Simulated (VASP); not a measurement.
# C (Cm) in VASP: single point with PBE

Aim: the single point of C with PBE.

Program: VASP 6.6.1. These are calculated values, not measurements. Logs are shortened: lines on timing, memory, paths and dates and some standing lists are left out, and cuts for length are marked.

### 1 The cell of the first run

The structure is monoclinic, space group Cm (No. 8). Conventional cell: a = 4.364 Å, b = 2.519 Å, c = 10.392 Å, α = 90.00°, β = 94.01°, γ = 90.00°. C (site symmetry m) has 4 C at 1.54 Å within 2.1 Å. C (site symmetry m) has 4 C at 1.54 Å within 2.1 Å. C (site symmetry m) has 4 C at 1.54 to 1.55 Å within 2.1 Å. C (site symmetry m) has 4 C at 1.54 to 1.55 Å within 2.1 Å. C (site symmetry m) has 4 C at 1.54 to 1.55 Å within 2.1 Å. Within 2.1 Å of C (site symmetry m) lie 4 C at 1.54 to 1.55 Å. Within 2.1 Å of C (site symmetry m) lie 5 C at 1.54 to 2.01 Å. C (site symmetry m) has 4 C at 1.54 to 1.57 Å within 2.1 Å.

### 2 Single point, PBE

Input file INCAR:

```
SYSTEM = C
  PREC = Accurate
  ENCUT = 520
  EDIFF = 1E-6
  ISMEAR = 0
  SIGMA = 0.05
  LREAL = .False.
  LASPH = .True.
  NELM = 80
  ALGO = Normal
  ISIF = 2
  LWAVE = .False.
  LCHARG = .False.
  GGA = PE
  NBANDS = 31
```

Input file KPOINTS:

```
Automatic mesh
0
Gamma
  10 10 3
  0 0 0
```

Input file POSCAR:

```
C
1.0
   -2.5194924611      0.0000000000      0.0000000000
   -1.2597462306     -2.1819444760      0.0000000000
    0.0000000000      0.7273148253     10.3668212017
C
10
Direct
   -0.4122625902      0.0248251803      0.8741755410
    0.6125625902      0.9751748197      0.7252244590
    0.0458090583      0.1086818835      0.1257456505
    0.6544909418      0.8913181165      0.4736543495
    0.0209667672      0.1583664656      0.2747993967
    0.6793332328      0.8416335344      0.3246006033
   -0.0872794704      0.3748589408      0.9242768224
    0.2875794704      0.6251410592      0.6751231776
    0.3874901189      0.4253197623      0.0756592868
    0.3128098811      0.5746802377      0.5237407132
```

Potentials or basis: VASP PAW PBE potentials, release 64 (C).

Started as:

```sh
$ cat potpaw_PBE.64/C/POTCAR > POTCAR
$ mpirun -np 1 vasp_std > vasp.out
```

OUTCAR:

```text
SYSTEM = C
   PREC = Accurate
   ENCUT = 520
   EDIFF = 1E-6
   ISMEAR = 0
   LREAL = .False.
   LASPH = .True.
   NELM = 80
   ISIF = 2
   GGA = PE

 ion  position               nearest neighbor table
   1  0.588  0.025  0.874-   2 1.54   7 1.54   7 1.54   7 1.54
   2  0.613  0.975  0.725-   1 1.54   8 1.54   8 1.54   8 1.54
   3  0.046  0.109  0.126-   9 1.54   9 1.54   9 1.54   5 1.55
   4  0.654  0.891  0.474-  10 1.54  10 1.54  10 1.54   6 1.55
   5  0.021  0.158  0.275-   6 1.54   6 1.54   6 1.54   3 1.55
   6  0.679  0.842  0.325-   5 1.54   5 1.54   5 1.54   4 1.55
   7  0.913  0.375  0.924-   1 1.54   1 1.54   1 1.54   9 2.01   9 2.01
   8  0.288  0.625  0.675-   2 1.54   2 1.54   2 1.54  10 1.57
   9  0.387  0.425  0.076-   3 1.54   3 1.54   3 1.54   7 2.01   7 2.01
  10  0.313  0.575  0.524-   4 1.54   4 1.54   4 1.54   8 1.57

  LATTYP: Found a base centered monoclinic cell.
 ALAT       =     4.3638889520
 B/A-ratio  =     0.5773502692
 C/A-ratio  =     2.3814316663
 COS(beta)  =    -0.0699859118

  Lattice vectors:

 A1 = (  -1.2597462306,  -2.1819444760,   0.0000000000)
 A2 = (   1.2597462305,  -2.1819444760,   0.0000000000)
 A3 = (   0.0000000000,   0.7273148253,  10.3668212017)

Analysis of symmetry for initial positions (statically):
=====================================================================
 Subroutine PRICEL returns:
 Original cell was already a primitive cell.

 Routine SETGRP: Setting up the symmetry group for a
 base centered monoclinic supercell.

 Subroutine GETGRP returns: Found  2 space group operations
 (whereof  1 operations were pure point group operations)
 out of a pool of  4 trial point group operations.

The static configuration has the point symmetry C_1 .
 The point group associated with its full space group is C_1h.

Analysis of symmetry for dynamics (positions and initial velocities):
=====================================================================
 Subroutine PRICEL returns:
 Original cell was already a primitive cell.

 Routine SETGRP: Setting up the symmetry group for a
 base centered monoclinic supercell.

 Subroutine GETGRP returns: Found  2 space group operations
 (whereof  1 operations were pure point group operations)
 out of a pool of  4 trial point group operations.

The dynamic configuration has the point symmetry C_1 .
 The point group associated with its full space group is C_1h.

 Subroutine INISYM returns: Found  2 space group operations
 (whereof  1 operations are pure point group operations),
 and found     1 'primitive' translations

----------------------------------------------------------------------------------------

                                     Primitive cell

  volume of cell :      56.9905

  direct lattice vectors                    reciprocal lattice vectors
    -2.519492461  0.000000000  0.000000000    -0.396905335  0.229153402 -0.016076931
    -1.259746231 -2.181944476  0.000000000     0.000000000 -0.458306804  0.032153862
     0.000000000  0.727314825 10.366821202     0.000000000  0.000000000  0.096461585

  length of vectors
     2.519492461  2.519492461 10.392303339     0.458588699  0.459433344  0.096461585

  position of ions in fractional coordinates (direct lattice)
     0.587737410  0.024825180  0.874175541
     0.612562590  0.975174820  0.725224459
     0.045809058  0.108681883  0.125745651
     0.654490942  0.891318117  0.473654350
     0.020966767  0.158366466  0.274799397
     0.679333233  0.841633534  0.324600603
     0.912720530  0.374858941  0.924276822
     0.287579470  0.625141059  0.675123178
     0.387490119  0.425319762  0.075659287
     0.312809881  0.574680238  0.523740713

  ion indices of the primitive-cell ions
   primitive index   ion index
                 1           1
                 2           2
                 3           3
                 4           4
                 5           5
                 6           6
                 7           7
                 8           8
                 9           9
                10          10

----------------------------------------------------------------------------------------

 KPOINTS: Automatic mesh

Automatic generation of k-mesh.
 Grid dimensions read from file:
 generate k-points for:   10   10    3

 Generating k-lattice:

  Cartesian coordinates                     Fractional coordinates (reciprocal lattice)
    -0.039690534  0.022915340 -0.001607693     0.100000000 -0.000000000  0.000000000
     0.000000000 -0.045830680  0.003215386     0.000000000  0.100000000  0.000000000
     0.000000000  0.000000000  0.032153862     0.000000000  0.000000000  0.333333333

  Length of vectors
     0.045858870  0.045943334  0.032153862

  Shift w.r.t. Gamma in fractional coordinates (k-lattice)
     0.000000000  0.000000000  0.000000000

 Subroutine IBZKPT returns following result:
 ===========================================

 Found     86 irreducible k-points:

 Following reciprocal coordinates:
            Coordinates               Weight
  0.000000  0.000000  0.000000      1.000000
  0.100000  0.000000  0.000000      4.000000
  0.200000  0.000000  0.000000      4.000000
  0.300000  0.000000 -0.000000      4.000000
  0.400000  0.000000 -0.000000      4.000000
  0.500000  0.000000 -0.000000      2.000000
[... 16 lines left out ...]
  0.000000  0.300000  0.000000      2.000000
 -0.400000  0.300000  0.000000      2.000000
 [... further k-points ...]
   k-points           NKPTS =     86   k-points in BZ     NKDIM =     86   number of bands    NBANDS=     31
   number of dos      NEDOS =    301   number of ions     NIONS =     10
   total plane-waves  NPLWV =  32000
   dimension x,y,z NGX =    20 NGY =   20 NGZ =   80
   dimension x,y,z NGXF=    40 NGYF=   40 NGZF=  160
   ions per type =              10
   NGX,Y,Z   is equivalent  to a cutoff of  13.20, 13.20, 12.80 a.u.
   NGXF,Y,Z  is equivalent  to a cutoff of  26.39, 26.39, 25.60 a.u.
 SYSTEM =  C
   PREC   = accura    normal or accurate (medium, high low for compatibility)
   ISTART =      0    job   : 0-new  1-cont  2-samecut
   ICHARG =      2    charge: 1-file 2-atom 10-const
   ISPIN  =      1    spin polarized calculation?
   LNONCOLLINEAR =      F non collinear calculations
   LSORBIT =      F    spin-orbit coupling
   LASPH  =      T    aspherical Exc in radial PAW
   ENCUT  =  520.0 eV  38.22 Ry    6.18 a.u.   4.68  4.68 19.32*2*pi/ulx,y,z
   NELM   =     80;   NELMIN=  2; NELMDL= -5     # of ELM steps
   EDIFF  = 0.1E-05   stopping-criterion for ELM
   LREAL  =      F    real-space projection
   EDIFFG = 0.1E-04   stopping-criterion for IOM
   NSW    =      0    number of steps for IOM
   IBRION =     -1    ionic relax: 0-MD 1-quasi-New 2-CG
   NFREE  =      0    steps in history (QN), initial steepest desc. (CG)
   ISIF   =      2    stress and relaxation
   ISYM   =      2    0-nonsym 1-usesym 2-fastsym
   POTIM  = 0.5000    time-step for ionic-motion
   TEBEG  =    0.0;   TEEND  =   0.0 temperature during run
   PSTRESS=    0.0 pullay stress
   NELECT =      40.0000    total number of electrons
   NUPDOWN=      -1.0000    fix difference up-down
   EMIN   =  10.00;   EMAX   =-10.00  energy-range for DOS
   EFERMI =   0.00;   METHOD = LEGACY
   ISMEAR =     0;   SIGMA  =   0.05  broadening in eV -4-tet -1-fermi 0-gaus
   EFERMI_NEDOS =   21; number of points for ismear=-14 and -15
   IALGO  =     38    algorithm
   IMIX   =      4    mixing-type and parameters
     AMIX     =   0.40;   BMIX     =  1.00
     AMIX_MAG =   1.60;   BMIX_MAG =  1.00
  volume/ion in A,a.u.               =       5.70        38.46
  Fermi-wavevector in a.u.,A,eV,Ry     =   1.454881  2.749326 28.799149  2.116678
  Thomas-Fermi vector in A             =   2.571980
   LORBIT       =      0    0 simple, 1 ext, 2 COOP (PROOUT), +10 PAW based schemes
   GGA     = PE    functional components
   LHFCALC =     F    Hartree Fock is set to
   AEXX    =    0.0000 exact exchange contribution
   IVDW    =     0    specifies the selected vdW correction
   LEPSILON=     F    determine dielectric tensor
   LRPA    =     F    only Hartree local field effects (RPA)
 non-spin polarized calculation
 Gauss-broadening in eV      SIGMA  =   0.05
  energy-cutoff  :      520.00
  volume of cell :       56.99
 maximum number of plane-waves:      1555
   NGX =  9   NGY =  9   NGZ = 39

 number of electron      39.9999997 magnetization

 Free energy of the ion-electron system (eV)
  ---------------------------------------------------
  ext. energy  EPLUGINS =         0.00000000
  ---------------------------------------------------
  free energy    TOTEN  =       -86.70982190 eV

  energy without entropy =      -86.70808100  energy(sigma->0) =      -86.70895145

 E-fermi :   9.8385     XC(G=0): -13.2777

 val. band max:        9.8144902125   @ k =   0.5000   0.0000  -0.0000
 cond. band min:       9.8463006866   @ k =   0.2000   0.0000   0.0000
 fundamental gap:      0.0318104741
 Fermi energy:         9.8385078349

 k-point     1 :       0.0000    0.0000    0.0000
  band No.  band energies     occupation
      1     -11.7513      2.00000
      2     -10.7143      2.00000
      3     -10.5966      2.00000
      4      -7.5969      2.00000
      5      -7.4871      2.00000
      6      -1.7945      2.00000
[... 23 lines left out ...]
     30      17.7288      0.00000
     31      18.0549      0.00000

 k-point     2 :       0.1000    0.0000    0.0000
  band No.  band energies     occupation
      1     -11.5040      2.00000
      2     -10.4800      2.00000
      3     -10.3413      2.00000
      4      -7.3939      2.00000
      5      -7.2254      2.00000
      6      -1.6129      2.00000
[... 23 lines left out ...]
     30      18.2852      0.00000
     31      18.6061      0.00000

 k-point     3 :       0.2000    0.0000    0.0000
  band No.  band energies     occupation
      1     -10.7661      2.00000
      2      -9.7747      2.00000
      3      -9.5865      2.00000
      4      -6.7572      2.00000
      5      -6.4805      2.00000
      6      -1.0887      2.00000
[... 23 lines left out ...]
     30      19.5409      0.00000
     31      19.8443      0.00000

 k-point     4 :       0.3000    0.0000   -0.0000
  band No.  band energies     occupation
      1      -9.5518      2.00000
      2      -8.6065      2.00000
      3      -8.3564      2.00000
      4      -5.6965      2.00000
      5      -5.2975      2.00000
      6      -0.6266      2.00000
[... 23 lines left out ...]
     30      19.6978      0.00000
     31      20.3957      0.00000

 k-point     5 :       0.4000    0.0000   -0.0000
  band No.  band energies     occupation
      1      -7.9030      2.00000
      2      -7.0320      2.00000
      3      -6.7065      2.00000
      4      -4.4501      2.00000
      5      -3.8289      2.00000
      6      -2.5158      2.00000
[... 23 lines left out ...]
     30      20.0358      0.00000
     31      20.4944      0.00000
[... 542 lines left out ...]
     30      20.3552      0.00000
     31      20.6752      0.00000

 k-point    22 :      -0.1000    0.2000    0.0000
  band No.  band energies     occupation
      1     -10.0319      2.00000
      2      -9.1416      2.00000
      3      -8.7711      2.00000
      4      -6.2478      2.00000
      5      -5.6373      2.00000
      6      -0.7838      2.00000
[... 23 lines left out ...]
     30      19.9920      0.00000
     31      20.2611      0.00000

 k-point    23 :       0.0000    0.3000    0.0000
  band No.  band energies     occupation
      1      -9.5483      2.00000
      2      -8.6961      2.00000
      3      -8.2651      2.00000
      4      -5.8566      2.00000
      5      -5.1497      2.00000
      6      -0.7390      2.00000
[... 23 lines left out ...]
     30      19.2674      0.00000
     31      19.8696      0.00000

 k-point    24 :      -0.4000    0.3000    0.0000
  band No.  band energies     occupation
      1      -5.5150      2.00000
      2      -4.7733      2.00000
      3      -4.5388      2.00000
      4      -3.7559      2.00000
      5      -2.8950      2.00000
      6      -2.6960      2.00000
[... 23 lines left out ...]
     30      21.9747      0.00000
     31      22.3568      0.00000

 [... further k-points ...]
[... 5 lines left out ...]
  --------------------------------------------------------------------------------------
  -------------------------------------------------------------------------------------
  Total       -4.3087326      1.0513463      8.3343300      0.0000000      0.1223015     -0.0000000
  in kB     -121.1316850     29.5565685    234.3035701      0.0000000      3.4382712     -0.0000000
  external PRESSURE =      47.5761512 kB  Pullay stress =       0.0000000 kB

 VOLUME and BASIS-vectors are now :
 -----------------------------------------------------------------------------
  energy-cutoff  :      520.00
  volume of cell :       56.99
      direct lattice vectors                 reciprocal lattice vectors
    -2.519492461  0.000000000  0.000000000    -0.396905335  0.229153402 -0.016076931
    -1.259746231 -2.181944476  0.000000000     0.000000000 -0.458306804  0.032153862
     0.000000000  0.727314825 10.366821202     0.000000000  0.000000000  0.096461585

 POSITION                                       TOTAL-FORCE (eV/Angst)
 -----------------------------------------------------------------------------------
     -1.51207      0.58163      9.06242         0.000000      0.654243      0.038811
     -2.77182     -1.60031      7.51827         0.000000      0.352690     -0.611750
     -0.25233     -0.14568      1.30358         0.000000      0.669964     -0.058242
     -2.77182     -1.60031      4.91029         0.000000      0.019676      0.153991
     -0.25233     -0.14568      2.84880         0.000000      0.369645      0.632837
     -2.77182     -1.60031      3.36508        -0.000000     -0.014897     -0.180934
     -2.77182     -0.14568      9.58181        -0.000000     -1.037486     -3.179007
     -1.51207     -0.87300      6.99888        -0.000000      0.007800      0.163261
     -1.51207     -0.87300      0.78435        -0.000000     -1.022259      3.192904
     -1.51207     -0.87300      5.42953         0.000000      0.000624     -0.151871
 -----------------------------------------------------------------------------------
    total drift:                               -0.000000      0.000013     -0.000008

  FREE ENERGIE OF THE ION-ELECTRON SYSTEM (eV)
  ---------------------------------------------------
  free  energy   TOTEN  =       -86.7098219027 eV

  energy  without entropy=      -86.7080810007  energy(sigma->0) =      -86.70895145
```

Wall time 67 s (1 thread of Intel Xeon 6975P-C (Granite Rapids), shared host); peak memory 0.22 GiB.

Results:

| Quantity | Value |
| --- | --- |
| Free energy | -86.7098 eV |
| Pressure | 4.8 GPa |
| Largest force | 3.353 eV/Å |
| Band gap on the k mesh | zero (bands 20 and 21 overlap by 0.53 eV) |

Forces in eV/Å, atoms in the order of the input:
```
C    0.000  0.654  0.039
C    0.000  0.353 -0.612
C    0.000  0.670 -0.058
C    0.000  0.020  0.154
C    0.000  0.370  0.633
C    0.000 -0.015 -0.181
C    0.000 -1.037 -3.179
C    0.000  0.008  0.163
C    0.000 -1.022  3.193
C    0.000  0.001 -0.152
```

Stress tensor (GPa, compression positive):
```
-12.11   0.00   0.00
  0.00   2.96   0.34
  0.00   0.34  23.43
```

Caveat: the cell stands under pressure; forces of over 1 eV/Å act on the atoms, so gaps and moduli don't describe the material at rest.
